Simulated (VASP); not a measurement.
# Ba2SrN2 (C2) in VASP: single point with PBE+D4

Aim: the single point of Ba2SrN2 with PBE+D4.

Everything below comes from runs of VASP 6.6.1. Logs are shortened: lines on timing, memory, paths and dates and some standing lists are left out, and cuts for length are marked.

## 1. The cell of the first run

Symmetry: C2, No. 5, monoclinic system. Conventional cell: a = 6.808 Å, b = 3.931 Å, c = 10.561 Å, α = 90.00°, β = 90.00°, γ = 90.00°. Ba (site symmetry 1) has 3 N at 2.62 Å within 3.5 Å. Within 4.0 Å of Sr (site symmetry 2) lie 6 N at 2.77 to 2.90 Å and 6 Ba at 3.71 to 3.82 Å and 6 Sr at 3.93 Å. N (site symmetry 1) has 3 Ba at 2.62 Å and 3 Sr at 2.77 to 2.90 Å within 3.5 Å.

## 2. Single point, PBE+D4

The input, INCAR:

```
ALGO = Normal ; EDIFF = 1E-6
ENCUT = 600 ; GGA = PE
GGA_COMPAT = F ; ISIF = 2
ISMEAR = 0 ; IVDW = 13
LASPH = T ; LCHARG = F
LREAL = F ; LWAVE = F
NBANDS = 28 ; NELM = 120
PREC = Accurate ; SIGMA = 0.01
```

The input, KPOINTS:

```
k-points
0
Gamma
  3 3 1
```

The input, POSCAR:

```
Ba2SrN2
1.0
    3.9305736100      0.0000000000      0.0000000000
   -1.9652868100      3.4039766000      0.0000000000
    0.0000000000      0.0000000000     10.5606640100
Ba Sr N
2 1 2
Direct
    0.6666666725      0.3333333314      0.2154780000
    0.3333333315      0.6666666716      0.7845220000
   -0.0254415793      0.0000000000      0.4999999995
    0.6666666725      0.3333333314      0.6607439999
    0.3333333315      0.6666666716      0.3392560001
```

Potentials or basis: VASP PAW PBE potentials, release 64 (Ba_sv, Sr_sv, N).

Command:

```console
cat potpaw_PBE.64/Ba_sv/POTCAR potpaw_PBE.64/Sr_sv/POTCAR potpaw_PBE.64/N/POTCAR > POTCAR
mpirun -np 1 vasp_std > vasp.out
```

OUTCAR:

```text
EDIFF = 1E-6
   ENCUT = 600
   GGA = PE
   ISIF = 2
   ISMEAR = 0
   IVDW = 13
   LASPH = T
   LREAL = F
   NELM = 120
   PREC = Accurate

 ion  position               nearest neighbor table
   1  0.667  0.333  0.215-   5 2.62   5 2.62   5 2.62   3 3.71   3 3.77   3 3.82
   2  0.333  0.667  0.785-   4 2.62   4 2.62   4 2.62   3 3.71   3 3.77   3 3.82
   3  0.975  0.000  0.500-   4 2.77   5 2.77   4 2.84   5 2.84   5 2.90   4 2.90   1 3.71   2 3.71
                             1 3.77   2 3.77   2 3.82   1 3.82
   4  0.667  0.333  0.661-   2 2.62   2 2.62   2 2.62   3 2.77   3 2.84   3 2.90
   5  0.333  0.667  0.339-   1 2.62   1 2.62   1 2.62   3 2.77   3 2.84   3 2.90

  LATTYP: Found a hexagonal cell.
 ALAT       =     3.9305736100
 C/A-ratio  =     2.6867997035

  Lattice vectors:

 A1 = (   3.9305736100,   0.0000000000,   0.0000000000)
 A2 = (  -1.9652868100,   3.4039766000,   0.0000000000)
 A3 = (   0.0000000000,   0.0000000000,  10.5606640100)

Analysis of symmetry for initial positions (statically):
=====================================================================
 Subroutine PRICEL returns:
 Original cell was already a primitive cell.

 Routine SETGRP: Setting up the symmetry group for a
 hexagonal supercell.

 Subroutine GETGRP returns: Found  2 space group operations
 (whereof  2 operations were pure point group operations)
 out of a pool of 24 trial point group operations.

The static configuration has the point symmetry C_2 .

Analysis of symmetry for dynamics (positions and initial velocities):
=====================================================================
 Subroutine PRICEL returns:
 Original cell was already a primitive cell.

 Routine SETGRP: Setting up the symmetry group for a
 hexagonal supercell.

 Subroutine GETGRP returns: Found  2 space group operations
 (whereof  2 operations were pure point group operations)
 out of a pool of 24 trial point group operations.

The dynamic configuration has the point symmetry C_2 .

 Subroutine INISYM returns: Found  2 space group operations
 (whereof  2 operations are pure point group operations),
 and found     1 'primitive' translations

----------------------------------------------------------------------------------------

                                     Primitive cell

  volume of cell :     141.2973

  direct lattice vectors                    reciprocal lattice vectors
     3.930573610  0.000000000  0.000000000     0.254415793  0.146887027  0.000000000
    -1.965286810  3.403976600  0.000000000     0.000000000  0.293774052  0.000000000
     0.000000000  0.000000000 10.560664010     0.000000000  0.000000000  0.094691016

  length of vectors
     3.930573610  3.930573614 10.560664010     0.293774053  0.293774052  0.094691016

  position of ions in fractional coordinates (direct lattice)
     0.666666672  0.333333331  0.215478000
     0.333333332  0.666666672  0.784522000
     0.974558421  0.000000000  0.499999999
     0.666666672  0.333333331  0.660744000
     0.333333332  0.666666672  0.339256000

  ion indices of the primitive-cell ions
   primitive index   ion index
                 1           1
                 2           2
                 3           3
                 4           4
                 5           5

----------------------------------------------------------------------------------------

 KPOINTS: k-points

Automatic generation of k-mesh.
 Grid dimensions read from file:
 generate k-points for:    3    3    1

 Generating k-lattice:

  Cartesian coordinates                     Fractional coordinates (reciprocal lattice)
     0.084805264  0.048962342  0.000000000     0.333333333  0.000000000  0.000000000
     0.000000000  0.097924684  0.000000000     0.000000000  0.333333333  0.000000000
     0.000000000  0.000000000  0.094691016     0.000000000  0.000000000  1.000000000

  Length of vectors
     0.097924684  0.097924684  0.094691016

  Shift w.r.t. Gamma in fractional coordinates (k-lattice)
     0.000000000  0.000000000  0.000000000

 Subroutine IBZKPT returns following result:
 ===========================================

 Found      4 irreducible k-points:

 Following reciprocal coordinates:
            Coordinates               Weight
  0.000000  0.000000  0.000000      1.000000
  0.333333  0.000000  0.000000      4.000000
  0.000000  0.333333  0.000000      2.000000
  0.333333  0.333333  0.000000      2.000000
   k-points           NKPTS =      4   k-points in BZ     NKDIM =      4   number of bands    NBANDS=     28
   number of dos      NEDOS =    301   number of ions     NIONS =      5
   total plane-waves  NPLWV =  86016
   dimension x,y,z NGX =    32 NGY =   32 NGZ =   84
   dimension x,y,z NGXF=    64 NGYF=   64 NGZF=  168
   ions per type =               2   1   2
   NGX,Y,Z   is equivalent  to a cutoff of  13.53, 13.53, 13.22 a.u.
   NGXF,Y,Z  is equivalent  to a cutoff of  27.07, 27.07, 26.45 a.u.
 SYSTEM =  unknown system
   PREC   = accura    normal or accurate (medium, high low for compatibility)
   ISTART =      0    job   : 0-new  1-cont  2-samecut
   ICHARG =      2    charge: 1-file 2-atom 10-const
   ISPIN  =      1    spin polarized calculation?
   LNONCOLLINEAR =      F non collinear calculations
   LSORBIT =      F    spin-orbit coupling
   LASPH  =      T    aspherical Exc in radial PAW
   ENCUT  =  600.0 eV  44.10 Ry    6.64 a.u.   7.85  7.85 21.09*2*pi/ulx,y,z
   NELM   =    120;   NELMIN=  2; NELMDL= -5     # of ELM steps
   EDIFF  = 0.1E-05   stopping-criterion for ELM
   LREAL  =      F    real-space projection
   EDIFFG = 0.1E-04   stopping-criterion for IOM
   NSW    =      0    number of steps for IOM
   IBRION =     -1    ionic relax: 0-MD 1-quasi-New 2-CG
   NFREE  =      0    steps in history (QN), initial steepest desc. (CG)
   ISIF   =      2    stress and relaxation
   ISYM   =      2    0-nonsym 1-usesym 2-fastsym
   POTIM  = 0.5000    time-step for ionic-motion
   TEBEG  =    0.0;   TEEND  =   0.0 temperature during run
   PSTRESS=    0.0 pullay stress
   NELECT =      40.0000    total number of electrons
   NUPDOWN=      -1.0000    fix difference up-down
   EMIN   =  10.00;   EMAX   =-10.00  energy-range for DOS
   EFERMI =   0.00;   METHOD = LEGACY
   ISMEAR =     0;   SIGMA  =   0.01  broadening in eV -4-tet -1-fermi 0-gaus
   EFERMI_NEDOS =   21; number of points for ismear=-14 and -15
   IALGO  =     38    algorithm
   IMIX   =      4    mixing-type and parameters
     AMIX     =   0.40;   BMIX     =  1.00
     AMIX_MAG =   1.60;   BMIX_MAG =  1.00
  volume/ion in A,a.u.               =      28.26       190.70
  Fermi-wavevector in a.u.,A,eV,Ry     =   1.074938  2.031339 15.721431  1.155493
  Thomas-Fermi vector in A             =   2.210781
   LORBIT       =      0    0 simple, 1 ext, 2 COOP (PROOUT), +10 PAW based schemes
   GGA     = PE    functional components
   LHFCALC =     F    Hartree Fock is set to
   AEXX    =    0.0000 exact exchange contribution
   IVDW    =    13    specifies the selected vdW correction
   LEPSILON=     F    determine dielectric tensor
   LRPA    =     F    only Hartree local field effects (RPA)
 non-spin polarized calculation
 Gauss-broadening in eV      SIGMA  =   0.01
  energy-cutoff  :      600.00
  volume of cell :      141.30
 maximum number of plane-waves:      4729
 NGX is ok and might be reduce to    32
   NGX = 15   NGY = 15   NGZ = 43

 number of electron      40.0000000 magnetization

 Free energy of the ion-electron system (eV)
  ---------------------------------------------------
  ext. energy  EPLUGINS =         0.00000000
  ---------------------------------------------------
  free energy    TOTEN  =       -24.07001189 eV

  energy without entropy =      -24.06767391  energy(sigma->0) =      -24.06884290

 E-fermi :   1.7025     XC(G=0):  -8.6003

 val. band max:        1.6962798736   @ k =   0.3333   0.0000   0.0000
 cond. band min:       2.6376815239   @ k =   0.3333   0.0000   0.0000
 fundamental gap:      0.9414016503
 Fermi energy:         1.7025416260

 k-point     1 :       0.0000    0.0000    0.0000
  band No.  band energies     occupation
      1     -31.7226      2.00000
      2     -24.9588      2.00000
      3     -24.9558      2.00000
      4     -14.0084      2.00000
      5     -13.6054      2.00000
      6     -13.6031      2.00000
[... 20 lines left out ...]
     27       6.8096      0.00000
     28       6.8134      0.00000

 k-point     2 :       0.3333    0.0000    0.0000
  band No.  band energies     occupation
      1     -31.6990      2.00000
      2     -24.8447      2.00000
      3     -24.8424      2.00000
      4     -13.9809      2.00000
      5     -13.8696      2.00000
      6     -13.6721      2.00000
[... 20 lines left out ...]
     27       7.0022      0.00000
     28       7.4666      0.00000

 k-point     3 :       0.0000    0.3333    0.0000
  band No.  band energies     occupation
      1     -31.6990      2.00000
      2     -24.8447      2.00000
      3     -24.8424      2.00000
      4     -13.9793      2.00000
      5     -13.8699      2.00000
      6     -13.6741      2.00000
[... 20 lines left out ...]
     27       7.0011      0.00000
     28       7.4600      0.00000

 k-point     4 :       0.3333    0.3333    0.0000
  band No.  band energies     occupation
      1     -31.6871      2.00000
      2     -24.7851      2.00000
      3     -24.7850      2.00000
      4     -13.9333      2.00000
      5     -13.9324      2.00000
      6     -13.8002      2.00000
[... 20 lines left out ...]
     27       6.4167      0.00000
     28       7.5697      0.00000

------------------------ aborting loop because EDIFF is reached ----------------------------------------

  DFT-D4 for vdW energy calculation

  Edisp (eV):   -0.88039

  FORCE on cell =-STRESS in cart. coord.  units (eV):
  Direction    XX          YY          ZZ          XY          YZ          ZX
  --------------------------------------------------------------------------------------
  -------------------------------------------------------------------------------------
  Total      -0.74384    -0.85599    -0.82411     0.00000    -0.00720     0.00000
  in kB      -8.43449    -9.70611    -9.34463     0.00000    -0.08163     0.00000
  external pressure =       -9.16 kB  Pullay stress =        0.00 kB

 VOLUME and BASIS-vectors are now :
 -----------------------------------------------------------------------------
  energy-cutoff  :      600.00
  volume of cell :      141.30
      direct lattice vectors                 reciprocal lattice vectors
     3.930573610  0.000000000  0.000000000     0.254415793  0.146887027  0.000000000
    -1.965286810  3.403976600  0.000000000     0.000000000  0.293774052  0.000000000
     0.000000000  0.000000000 10.560664010     0.000000000  0.000000000  0.094691016

 POSITION                                       TOTAL-FORCE (eV/Angst)
 -----------------------------------------------------------------------------------
      1.96529      1.13466      2.27559        -0.037616      0.009473      0.030345
     -0.00000      2.26932      8.28507        -0.037616     -0.009473     -0.030345
      3.83057      0.00000      5.28033         0.111406      0.000000      0.000000
      1.96529      1.13466      6.97790        -0.018087      0.014601     -0.138576
     -0.00000      2.26932      3.58277        -0.018087     -0.014601      0.138576
 -----------------------------------------------------------------------------------
    total drift:                               -0.000003     -0.000013      0.000004

  FREE ENERGIE OF THE ION-ELECTRON SYSTEM (eV)
  ---------------------------------------------------
  free  energy   TOTEN  =       -24.9504042818 eV

  energy  without entropy=      -24.9480662976  energy(sigma->0) =      -24.94923529
```

It took 39 s on 1 thread of Intel Xeon Platinum 8259CL at 2.50GHz (Skylake/Cascade Lake), shared host; peak memory 0.28 GiB.

Results:

* Free energy: -24.9504 eV
* Pressure: -0.9 GPa
* Largest force: 0.141 eV/Å
* Band gap on the k mesh: zero (bands 20 and 21 overlap by 0.21 eV)
* Dispersion energy per atom: -0.176 eV

Forces in eV/Å, atoms in the order of the input:
```
Ba  -0.038  0.009  0.030
Ba  -0.038 -0.009 -0.030
Sr   0.111  0.000  0.000
N   -0.018  0.015 -0.139
N   -0.018 -0.015  0.139
```

Caveat: the k points lie up to 0.62 Å⁻¹ apart; spin-orbit coupling is left out, which moves the levels of the heavy elements.
